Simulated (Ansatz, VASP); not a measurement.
## RbBr: VASP beside Ansatz

```
Rb Br
1.0
     0.00000    3.46083    3.46083
     3.40891    0.00000    3.46083
     3.40891    3.46083    0.00000
Rb Br
1 1
Direct
  0.00000 0.00000 0.00000
  0.50000 0.50000 0.50000
```

Change from the starting cell: uniaxial_x strain -1.5%.

Alike in both runs: task single point; functional PBE; k mesh 6 × 6 × 6; occupations fermi-dirac, width 0.02 eV; no spin polarisation.

```csv
,VASP,Ansatz
version,VASP 6.6.1,Ansatz 0.2.0
potentials or method,"VASP PAW PBE potentials, release 64 (Rb_sv, Br)","plane waves, PAW"
plane-wave cutoff (eV),520,420
valence electrons in the cell,16,16
```

```tsv
	VASP	Ansatz	Ansatz less VASP
gap on the k mesh at the Fermi level (eV)	4.31	4.32	+0.003
pressure (GPa)	0.8	0.8	-0.02
traceless stress, the component that is largest in VASP (GPa)	0.33	0.32	-0.003
```
